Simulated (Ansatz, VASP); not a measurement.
## One calculation of BN, two programs

```
B N
1.0
     2.50419    0.00000    0.00000
     0.00000    3.76980    0.00000
     0.00000    0.00000   25.68251
B N
6 6
Direct
  0.50000 0.75464 0.29051
  0.00000 0.56164 0.37061
  0.50000 0.35058 0.44920
  0.00000 0.12968 0.52727
  0.50000 0.90074 0.60497
  0.00000 0.66342 0.68342
  0.00000 0.69747 0.31654
  0.50000 0.49431 0.39619
  0.00000 0.27886 0.47462
  0.50000 0.05554 0.55250
  0.00000 0.82529 0.62949
  0.50000 0.59382 0.70469
```

Alike in both runs: functional PBEsol; k mesh 11 × 7 × 1; occupations gaussian, width 0.05 eV; no spin polarisation.

Ansatz relaxed the structure, and its values are those at the end. VASP's run is a single point on that final structure, the one shown.

|  | VASP | Ansatz |
| --- | --- | --- |
| version | VASP 6.6.1 | Ansatz 0.2.0 |
| potentials or method | VASP PAW PBE potentials, release 64 (B, N), cutoff 520 eV | scalar-relativistic, plane waves, PAW |
| valence electrons in the cell | 48 | 48 |

```csv
,VASP,Ansatz,Ansatz less VASP
gap on the k mesh at the Fermi level (eV),none,none,-
rms of the force components (eV/Å),0.008,0.004,-0.0039
```

VASP's potentials were made for PBE, not for PBEsol. A gap of «none» marks a metal or a gap that the smearing closes. The functional is the same, so the differences come from potentials, cutoffs and numerics. Ansatz's warnings: xc potential rough in thin density.
